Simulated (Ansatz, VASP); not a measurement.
**Al: VASP beside Ansatz**

Contents of INCAR:

```
SYSTEM = Al
PREC     = Accurate       ! precision mode
ENCUT    = 500            ! plane-wave cutoff, eV
EDIFF    = 1E-6           ! SCF threshold, eV
ISMEAR   = 1              ! smearing method
SIGMA    = 0.001          ! smearing width, eV
LREAL    = .FALSE.        ! projectors in reciprocal space
LASPH    = .TRUE.         ! aspherical terms in the spheres
NELM     = 120            ! most SCF steps
ALGO     = Normal         ! electronic algorithm
ISIF     = 2              ! what is computed and relaxed
LWAVE    = .FALSE.        ! write WAVECAR
LCHARG   = .TRUE.         ! write CHGCAR
LELF     = .TRUE.         ! ELF
LVHAR    = .TRUE.       
NBANDS   = 8              ! bands
GGA_COMPAT= .FALSE.
```

File KPOINTS:

```
Automatic mesh
0
G
  19 19 19
  0 0 0
```

Contents of POSCAR:

```
Al
1.0
   -1.6176214535      1.6176214535      1.6176214535
    1.6176214535     -1.6176214535      1.6176214535
    1.6176214535      1.6176214535     -1.6176214535
Al
1
Direct
    0.0000000000      0.0000000000      0.0000000000
```

Input for Ansatz:

```yaml
crystal:
  lattice:
    - [-1.6176214535, 1.6176214535, 1.6176214535]
    - [1.6176214535, -1.6176214535, 1.6176214535]
    - [1.6176214535, 1.6176214535, -1.6176214535]
  atoms:
    - { symbol: Al, position: [0.0, 0.0, 0.0] }
kpoints:
  mp_grid: { grid: [19, 19, 19] }
  band_path:
    path:
      - [0.0, 0.0, 0.0]
      - [0.5, -0.5, 0.5]
      - [0.0, 0.0, 0.5]
      - [0.0, 0.0, 0.0]
      - [0.25, 0.25, 0.25]
      - [0.5, -0.5, 0.5]
      - [0.25, 0.25, 0.25]
      - [0.0, 0.0, 0.5]
    npoints: 5
scf:
  occupations: { method: cold, width: 0.001 }
hamiltonian:
  xc: lda
  pseudopotentials: { kind: all_electron, lapw: { basis_error: 0.0005 } }
output:
  forces: true
  stress: true
  eigenvalues: true
```

Alike in both runs: task single point; functional LDA; k mesh 19 × 19 × 19; no spin polarisation.

|  | VASP | Ansatz |
| --- | --- | --- |
| version | VASP 6.6.1 | Ansatz 0.2.0 |
| potentials or method | VASP PAW LDA potentials, release 64 (Al), cutoff 500 eV | all-electron LAPW, scalar-relativistic |
| occupations | methfessel-paxton of order 1, width 0.001 eV | cold, width 0.001 eV |

```tsv
	VASP	Ansatz	Ansatz less VASP
gap on the k mesh at the Fermi level (eV)	none	none	-
pressure (GPa)	-2.9	-2.9	+0.01
```

LDA's correlation is that of Perdew and Zunger in VASP and of Perdew and Wang (1992) in Ansatz. A gap of «none» marks a metal or a gap that the smearing closes. Ansatz ran all-electron here, and VASP with PAW potentials.
